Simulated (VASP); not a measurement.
# BaF2 (Frankdicksonite) (Fm-3m) in VASP: notebook

Aim: see how the results for BaF2 (Frankdicksonite) move with the level of theory and the settings. Levels: RPBE, revPBE, BLYP. Tasks: single point.

All numbers are computed with VASP 6.6.1; they aren't measurements. Logs are shortened: lines on timing, memory, paths and dates and some standing lists are left out, and cuts for length are marked.

**1. The cell of the first run**

The structure is cubic, space group Fm-3m (No. 225). Conventional cell: a = 6.200 Å, b = 6.200 Å, c = 6.200 Å, α = 90.00°, β = 90.00°, γ = 90.00°. Within 3.5 Å of Ba (site symmetry m-3m) lie 8 F at 2.68 Å. Within 3.5 Å of F (site symmetry -43m) lie 4 Ba at 2.68 Å and 6 F at 3.10 Å.

**2. Single point, RPBE**

INCAR reads:

```
ALGO     = Normal         # electronic algorithm
EDIFF    = 1E-6           # SCF threshold, eV
ENCUT    = 600            # plane-wave cutoff, eV
GGA      = RP             # functional
GGA_COMPAT= False        
ISIF     = 2              # what is computed and relaxed
ISMEAR   = 0              # smearing method
LASPH    = True           # aspherical terms in the spheres
LCHARG   = False          # write CHGCAR
LREAL    = False          # projectors in reciprocal space
LWAVE    = False          # write WAVECAR
NBANDS   = 19             # bands
NELM     = 120            # most SCF steps
PREC     = Accurate       # precision mode
SIGMA    = 0.01           # smearing width, eV
```

KPOINTS reads:

```
k-points
0
Gamma
  6 6 6
```

POSCAR reads:

```
BaF2
1.0
    0.0000000000      3.1000500000      3.1000500000
    3.1000500000      0.0000000000      3.1000500000
    3.1000500000      3.1000500000      0.0000000000
Ba F
1 2
Direct
    0.0000000000      0.0000000000      0.0000000000
    0.2500000000      0.2500000000      0.2500000000
    0.7500000000      0.7500000000      0.7500000000
```

Potentials or basis: VASP PAW PBE potentials, release 64 (Ba_sv, F).

Run with:

```sh
> cat potpaw_PBE.64/Ba_sv/POTCAR potpaw_PBE.64/F/POTCAR > POTCAR
> mpirun -np 1 vasp_std > vasp.out
```

OUTCAR:

```text
EDIFF = 1E-6
   ENCUT = 600
   GGA = RP
   ISIF = 2
   ISMEAR = 0
   LASPH = True
   LREAL = False
   NELM = 120
   PREC = Accurate

 ion  position               nearest neighbor table
   1  0.000  0.000  0.000-   3 2.68   3 2.68   2 2.68   3 2.68   2 2.68   2 2.68   3 2.68   2 2.68

   2  0.250  0.250  0.250-   1 2.68   1 2.68   1 2.68   1 2.68
   3  0.750  0.750  0.750-   1 2.68   1 2.68   1 2.68   1 2.68

  LATTYP: Found a face centered cubic cell.
 ALAT       =     6.2001000000

  Lattice vectors:

 A1 = (   0.0000000000,   3.1000500000,   3.1000500000)
 A2 = (   3.1000500000,   0.0000000000,   3.1000500000)
 A3 = (   3.1000500000,   3.1000500000,   0.0000000000)

Analysis of symmetry for initial positions (statically):
=====================================================================
 Subroutine PRICEL returns:
 Original cell was already a primitive cell.

 Routine SETGRP: Setting up the symmetry group for a
 face centered cubic supercell.

 Subroutine GETGRP returns: Found 48 space group operations
 (whereof 48 operations were pure point group operations)
 out of a pool of 48 trial point group operations.

The static configuration has the point symmetry O_h .

Analysis of symmetry for dynamics (positions and initial velocities):
=====================================================================
 Subroutine PRICEL returns:
 Original cell was already a primitive cell.

 Routine SETGRP: Setting up the symmetry group for a
 face centered cubic supercell.

 Subroutine GETGRP returns: Found 48 space group operations
 (whereof 48 operations were pure point group operations)
 out of a pool of 48 trial point group operations.

The dynamic configuration has the point symmetry O_h .

 Subroutine INISYM returns: Found 48 space group operations
 (whereof 48 operations are pure point group operations),
 and found     1 'primitive' translations

----------------------------------------------------------------------------------------

                                     Primitive cell

  volume of cell :      59.5849

  direct lattice vectors                    reciprocal lattice vectors
     0.000000000  3.100050000  3.100050000    -0.161287721  0.161287721  0.161287721
     3.100050000  0.000000000  3.100050000     0.161287721 -0.161287721  0.161287721
     3.100050000  3.100050000  0.000000000     0.161287721  0.161287721 -0.161287721

  length of vectors
     4.384132754  4.384132754  4.384132754     0.279358528  0.279358528  0.279358528

  position of ions in fractional coordinates (direct lattice)
     0.000000000  0.000000000  0.000000000
     0.250000000  0.250000000  0.250000000
     0.750000000  0.750000000  0.750000000

  ion indices of the primitive-cell ions
   primitive index   ion index
                 1           1
                 2           2
                 3           3

----------------------------------------------------------------------------------------

 KPOINTS: k-points

Automatic generation of k-mesh.
 Grid dimensions read from file:
 generate k-points for:    6    6    6

 Generating k-lattice:

  Cartesian coordinates                     Fractional coordinates (reciprocal lattice)
    -0.026881287  0.026881287  0.026881287     0.166666667  0.000000000  0.000000000
     0.026881287 -0.026881287  0.026881287     0.000000000  0.166666667  0.000000000
     0.026881287  0.026881287 -0.026881287     0.000000000  0.000000000  0.166666667

  Length of vectors
     0.046559755  0.046559755  0.046559755

  Shift w.r.t. Gamma in fractional coordinates (k-lattice)
     0.000000000  0.000000000  0.000000000

 Subroutine IBZKPT returns following result:
 ===========================================

 Found     16 irreducible k-points:

 Following reciprocal coordinates:
            Coordinates               Weight
  0.000000  0.000000  0.000000      1.000000
  0.166667  0.000000  0.000000      8.000000
  0.333333  0.000000  0.000000      8.000000
  0.500000  0.000000  0.000000      4.000000
  0.166667  0.166667  0.000000      6.000000
  0.333333  0.166667  0.000000     24.000000
[... 8 lines left out ...]
 -0.333333  0.333333  0.166667     24.000000
 -0.333333  0.500000  0.166667     12.000000
   k-points           NKPTS =     16   k-points in BZ     NKDIM =     16   number of bands    NBANDS=     19
   number of dos      NEDOS =    301   number of ions     NIONS =      3
   total plane-waves  NPLWV =  46656
   dimension x,y,z NGX =    36 NGY =   36 NGZ =   36
   dimension x,y,z NGXF=    72 NGYF=   72 NGZF=   72
   ions per type =               1   2
   NGX,Y,Z   is equivalent  to a cutoff of  13.65, 13.65, 13.65 a.u.
   NGXF,Y,Z  is equivalent  to a cutoff of  27.30, 27.30, 27.30 a.u.
 SYSTEM =  unknown system
   PREC   = accura    normal or accurate (medium, high low for compatibility)
   ISTART =      0    job   : 0-new  1-cont  2-samecut
   ICHARG =      2    charge: 1-file 2-atom 10-const
   ISPIN  =      1    spin polarized calculation?
   LNONCOLLINEAR =      F non collinear calculations
   LSORBIT =      F    spin-orbit coupling
   LASPH  =      T    aspherical Exc in radial PAW
   ENCUT  =  600.0 eV  44.10 Ry    6.64 a.u.   8.76  8.76  8.76*2*pi/ulx,y,z
   NELM   =    120;   NELMIN=  2; NELMDL= -5     # of ELM steps
   EDIFF  = 0.1E-05   stopping-criterion for ELM
   LREAL  =      F    real-space projection
   EDIFFG = 0.1E-04   stopping-criterion for IOM
   NSW    =      0    number of steps for IOM
   IBRION =     -1    ionic relax: 0-MD 1-quasi-New 2-CG
   NFREE  =      0    steps in history (QN), initial steepest desc. (CG)
   ISIF   =      2    stress and relaxation
   ISYM   =      2    0-nonsym 1-usesym 2-fastsym
   POTIM  = 0.5000    time-step for ionic-motion
   TEBEG  =    0.0;   TEEND  =   0.0 temperature during run
   PSTRESS=    0.0 pullay stress
   NELECT =      24.0000    total number of electrons
   NUPDOWN=      -1.0000    fix difference up-down
   EMIN   =  10.00;   EMAX   =-10.00  energy-range for DOS
   EFERMI =   0.00;   METHOD = LEGACY
   ISMEAR =     0;   SIGMA  =   0.01  broadening in eV -4-tet -1-fermi 0-gaus
   EFERMI_NEDOS =   21; number of points for ismear=-14 and -15
   IALGO  =     38    algorithm
   IMIX   =      4    mixing-type and parameters
     AMIX     =   0.40;   BMIX     =  1.00
     AMIX_MAG =   1.60;   BMIX_MAG =  1.00
  volume/ion in A,a.u.               =      19.86       134.03
  Fermi-wavevector in a.u.,A,eV,Ry     =   1.209019  2.284715 19.888011  1.461728
  Thomas-Fermi vector in A             =   2.344609
   LORBIT       =      0    0 simple, 1 ext, 2 COOP (PROOUT), +10 PAW based schemes
   GGA     = RP    functional components
   LHFCALC =     F    Hartree Fock is set to
   AEXX    =    0.0000 exact exchange contribution
   IVDW    =     0    specifies the selected vdW correction
   LEPSILON=     F    determine dielectric tensor
   LRPA    =     F    only Hartree local field effects (RPA)
 non-spin polarized calculation
 Gauss-broadening in eV      SIGMA  =   0.01
  energy-cutoff  :      600.00
  volume of cell :       59.58
 maximum number of plane-waves:      2012
   NGX = 17   NGY = 17   NGZ = 17

 number of electron      24.0000002 magnetization

 Free energy of the ion-electron system (eV)
  ---------------------------------------------------
  ext. energy  EPLUGINS =         0.00000000
  ---------------------------------------------------
  free energy    TOTEN  =       -16.31554215 eV

  energy without entropy =      -16.31554215  energy(sigma->0) =      -16.31554215

 E-fermi :  -1.8238     XC(G=0):  -8.3382

 val. band max:       -1.8916253551   @ k =  -0.1667   0.1667   0.0000
 cond. band min:       5.1927965534   @ k =   0.0000   0.0000   0.0000
 fundamental gap:      7.0844219085
 Fermi energy:        -1.8237725510

 k-point     1 :       0.0000    0.0000    0.0000
  band No.  band energies     occupation
      1     -25.0598      2.00000
      2     -20.9341      2.00000
      3     -20.8817      2.00000
      4      -9.9122      2.00000
      5      -9.9122      2.00000
      6      -9.9122      2.00000
[... 11 lines left out ...]
     18       9.5415      0.00000
     19      13.8548      0.00000

 k-point     2 :       0.1667    0.0000    0.0000
  band No.  band energies     occupation
      1     -25.0102      2.00000
      2     -20.9643      2.00000
      3     -20.9388      2.00000
      4      -9.9553      2.00000
      5      -9.9515      2.00000
      6      -9.9515      2.00000
[... 11 lines left out ...]
     18       9.5635      0.00000
     19      12.8205      0.00000

 k-point     3 :       0.3333    0.0000    0.0000
  band No.  band energies     occupation
      1     -24.9054      2.00000
      2     -21.0955      2.00000
      3     -20.9884      2.00000
      4     -10.0287      2.00000
      5     -10.0273      2.00000
      6     -10.0273      2.00000
[... 11 lines left out ...]
     18       9.6421      0.00000
     19      11.8474      0.00000

 k-point     4 :       0.5000    0.0000    0.0000
  band No.  band energies     occupation
      1     -24.8499      2.00000
      2     -21.1696      2.00000
      3     -21.0080      2.00000
      4     -10.0638      2.00000
      5     -10.0638      2.00000
      6     -10.0599      2.00000
[... 231 lines left out ...]
     18      10.6200      0.00000
     19      12.8277      0.00000

 k-point    15 :      -0.3333    0.3333    0.1667
  band No.  band energies     occupation
      1     -24.7948      2.00000
      2     -21.1550      2.00000
      3     -21.1143      2.00000
      4     -10.2430      2.00000
      5     -10.0296      2.00000
      6     -10.0288      2.00000
[... 11 lines left out ...]
     18      11.6830      0.00000
     19      12.3542      0.00000

 k-point    16 :      -0.3333    0.5000    0.1667
  band No.  band energies     occupation
      1     -24.7759      2.00000
      2     -21.1967      2.00000
      3     -21.1028      2.00000
      4     -10.2966      2.00000
      5     -10.1514      2.00000
      6      -9.8847      2.00000
[... 11 lines left out ...]
     18      12.7616      0.00000
     19      13.0630      0.00000

------------------------ aborting loop because EDIFF is reached ----------------------------------------

  FORCE on cell =-STRESS in cart. coord.  units (eV):
  Direction    XX          YY          ZZ          XY          YZ          ZX
  --------------------------------------------------------------------------------------
  -------------------------------------------------------------------------------------
  Total        1.8814376      1.8814376      1.8814376     -0.0000000     -0.0000000      0.0000000
  in kB       50.5899563     50.5899563     50.5899563     -0.0000000     -0.0000000      0.0000000
  external PRESSURE =      50.5899563 kB  Pullay stress =       0.0000000 kB

 VOLUME and BASIS-vectors are now :
 -----------------------------------------------------------------------------
  energy-cutoff  :      600.00
  volume of cell :       59.58
      direct lattice vectors                 reciprocal lattice vectors
     0.000000000  3.100050000  3.100050000    -0.161287721  0.161287721  0.161287721
     3.100050000  0.000000000  3.100050000     0.161287721 -0.161287721  0.161287721
     3.100050000  3.100050000  0.000000000     0.161287721  0.161287721 -0.161287721

 POSITION                                       TOTAL-FORCE (eV/Angst)
 -----------------------------------------------------------------------------------
      0.00000      0.00000      0.00000        -0.000000      0.000000     -0.000000
      1.55002      1.55002      1.55002         0.000000     -0.000000      0.000000
      4.65008      4.65008      4.65008        -0.000000     -0.000000      0.000000
 -----------------------------------------------------------------------------------
    total drift:                                0.000000      0.000000      0.000000

  FREE ENERGIE OF THE ION-ELECTRON SYSTEM (eV)
  ---------------------------------------------------
  free  energy   TOTEN  =       -16.3155421458 eV

  energy  without entropy=      -16.3155421458  energy(sigma->0) =      -16.31554215
```

Run time: 14 s. Hardware: 1 thread of Intel Xeon Platinum 8488C (Sapphire Rapids), shared host; peak memory 0.21 GiB.

Results:

| Property | Result |
| --- | --- |
| Free energy | -16.3155 eV |
| Pressure | 5.1 GPa |
| Band gap on the k mesh | 7.08 eV, indirect (least direct gap 7.15 eV) |

Caveat: the PAW data sets were made with another functional, which shifts forces and pressure a little; spin-orbit coupling is left out, which moves the levels of the heavy elements.

**3. Single point, revPBE**

INCAR reads:

```
ALGO = Normal
EDIFF = 1E-6
ENCUT = 600
GGA = RE
GGA_COMPAT = F
ISIF = 2
ISMEAR = 0
LASPH = T
LCHARG = T
LELF = T
LREAL = F
LVHAR = T
LWAVE = F
NBANDS = 19
NELM = 120
PREC = Accurate
SIGMA = 0.01
```

KPOINTS is that of step 2.

POSCAR is that of step 2.

Potentials or basis: VASP PAW PBE potentials, release 64 (Ba_sv, F).

Run with:

```sh
> cat potpaw_PBE.64/Ba_sv/POTCAR potpaw_PBE.64/F/POTCAR > POTCAR
> mpirun -np 1 vasp_std > vasp.out
```

Wall time 14 s (1 thread of Intel Xeon Platinum 8488C (Sapphire Rapids), shared host); peak memory 0.21 GiB.

Results (log left out):

```yaml
Free_energy: -16.3499 eV
Pressure: 4.4 GPa
Band_gap_on_the_k_mesh: 7.07 eV, indirect (least direct gap 7.13 eV)
```

Levels at points of the mesh, in eV from the valence-band top:
```
           k point  band 9  band 10  band 11  band 12  band 13  band 14  band 15  band 16
(0.00, 0.00, 0.00)   -1.46    -0.06    -0.06    -0.06     7.07     9.25     9.25    11.42
(0.50, 0.00, 0.00)   -0.64    -0.33    -0.15    -0.15     9.21     9.26     9.26    10.15
(0.50, 0.50, 0.00)   -0.34    -0.32    -0.32    -0.11     7.45     9.07    10.68    11.94
```

Caveat: the PAW data sets were made with another functional, which shifts forces and pressure a little; spin-orbit coupling is left out, which moves the levels of the heavy elements.

**4. Single point, BLYP**

INCAR reads:

```
  PREC = Accurate
  ENCUT = 600
  EDIFF = 1E-6
  ISMEAR = 0
  SIGMA = 0.01
  LREAL = F
  LASPH = T
  NELM = 120
  ALGO = Normal
  ISIF = 2
  LWAVE = F
  LCHARG = F
  GGA = B5
  ALDAX = 1.0
  AGGAX = 1.0
  AGGAC = 1.0
  ALDAC = 0.0
  NBANDS = 19
  GGA_COMPAT = F
```

KPOINTS reads:

```
regular mesh
0
Gamma
  6 6 6
```

POSCAR is that of step 3.

Run with:

```sh
> cat potpaw_PBE.64/Ba_sv/POTCAR potpaw_PBE.64/F/POTCAR > POTCAR
> mpirun -np 1 vasp_std > vasp.out
```

Run time: 23 s. Hardware: 1 thread of Intel Xeon Platinum 8488C (Sapphire Rapids), shared host; peak memory 0.2 GiB.

The run converged. Its results:

- Free energy: -16.7078 eV
- Pressure: 4.3 GPa
- Band gap on the k mesh: 6.86 eV, indirect (least direct gap 6.93 eV)

Levels at points of the mesh, in eV from the valence-band top:
```
           k point  band 9  band 10  band 11  band 12  band 13  band 14  band 15  band 16
(0.00, 0.00, 0.00)   -1.47    -0.07    -0.07    -0.07     6.86     9.28     9.28    11.51
(0.50, 0.00, 0.00)   -0.65    -0.33    -0.15    -0.15     9.22     9.25     9.25     9.89
(0.50, 0.50, 0.00)   -0.35    -0.30    -0.30    -0.12     7.32     9.14    10.76    12.09
```

Caveat: the PAW data sets were made with another functional, which shifts forces and pressure a little; spin-orbit coupling is left out, which moves the levels of the heavy elements. A k mesh can miss the band edges.

**5. The runs side by side**

| level | gap on the mesh (eV) | pressure (GPa) |
| --- | --- | --- |
| RPBE | 7.08 | 5.1 |
| revPBE | 7.07 | 4.4 |
| BLYP | 6.86 | 4.3 |

Alike in all rows: task single point; potentials or basis VASP PAW PBE potentials, release 64 (Ba_sv, F); no spin polarisation; cell as given; k mesh 6 × 6 × 6; cutoff (eV) 600; smearing gaussian 0.01 eV.

On the cell as given the gap runs from 6.86 eV (BLYP) to 7.08 eV (RPBE). The pressure there spans 4.3 GPa (BLYP) to 5.1 GPa (RPBE); a positive pressure means that this level wants a larger cell, a negative one a smaller.

Caveats: the PAW data sets were made with another functional, which shifts forces and pressure a little; spin-orbit coupling is left out, which moves the levels of the heavy elements.

Absolute energies hang on the potentials; compare differences alone.
